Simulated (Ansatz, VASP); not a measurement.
Ni: VASP beside Ansatz

The input INCAR:

```
  PREC = Accurate
  ENCUT = 520
  EDIFF = 1E-7
  ISMEAR = 0
  SIGMA = 0.15
  LREAL = F
  LASPH = T
  NELM = 150
  ALGO = Fast
  ISIF = 2
  LWAVE = F
  LCHARG = F
  ISPIN = 2
  MAGMOM = 0.73 0.73
  LORBIT = 11
  LMAXMIX = 4
  GGA = PS
  NBANDS = 21
```

The input KPOINTS:

```
regular mesh
0
Gamma
  14 14 10
```

POSCAR

```
Ni
1.0
   -0.0028777983     -1.8214226025     -1.7242647254
    0.0646513145      1.6045258069     -1.5073679298
    3.7318690123      0.0675291127     -0.0617735162
Ni
2
Direct
    0.4989880554      0.5015250427      0.5015600368
    0.0010119446     -0.0015250427     -0.0015600368
```

Input for Ansatz:

```yaml
crystal:
  lattice:
    - [-0.0028777983, -1.8214226025, -1.7242647254]
    - [0.0646513145, 1.6045258069, -1.5073679298]
    - [3.7318690123, 0.0675291127, -0.0617735162]
  atoms:
    - { symbol: Ni, position: [0.4989880554, 0.5015250427, 0.5015600368], spin: 0.73 }
    - { symbol: Ni, position: [0.0010119446, -0.0015250427, -0.0015600368], spin: 0.73 }
basis:
  ecutwfc: 420
kpoints:
  mp_grid: { grid: [14, 14, 10] }
hamiltonian:
  xc: pbesol
scf:
  occupations: { method: gaussian, width: 0.15 }
output:
  forces: true
  stress: true
  eigenvalues: true
  populations: true
magnetization:
  spin_polarized: true
```

Change from the starting cell: cell sheared at random, sigma 0.06, atoms nudged by 0.01 Å.

Alike in both runs: task single point; functional PBEsol; k mesh 14 × 14 × 10; occupations gaussian, width 0.15 eV; collinear spin.

|  | VASP | Ansatz |
| --- | --- | --- |
| version | VASP 6.6.1 | Ansatz 0.2.0 |
| potentials or method | VASP PAW PBE potentials, release 64 (Ni), cutoff 520 eV | scalar-relativistic, plane waves, PAW |
| valence electrons in the cell | 20 | 36 |

|  | VASP | Ansatz | Ansatz less VASP |
| --- | --- | --- | --- |
| gap on the k mesh at the Fermi level (eV) | none | none | - |
| pressure (GPa) | 8.6 | 8.8 | +0.21 |
| traceless stress, the component that is largest in VASP (GPa) | -28.47 | -29.04 | -0.565 |
| rms of the force components (eV/Å) | 0.051 | 0.052 | +0.0004 |
| net moment per atom (μB) | 0.59 | 0.60 | +0.010 |
| size of the moment on the site where the two differ most (μB) | 0.59 | 0.63 | +0.038 |

VASP's potentials were made for PBE, not for PBEsol. Site moments also hang on the region over which each program counts them. Atom by atom the forces differ by 0.000 eV/Å (rms over components). A gap of «none» marks a metal or a gap that the smearing closes. VASP's potentials hold 20 valence electrons a cell and Ansatz's 36, so a difference there can come from the potentials and not from the codes.
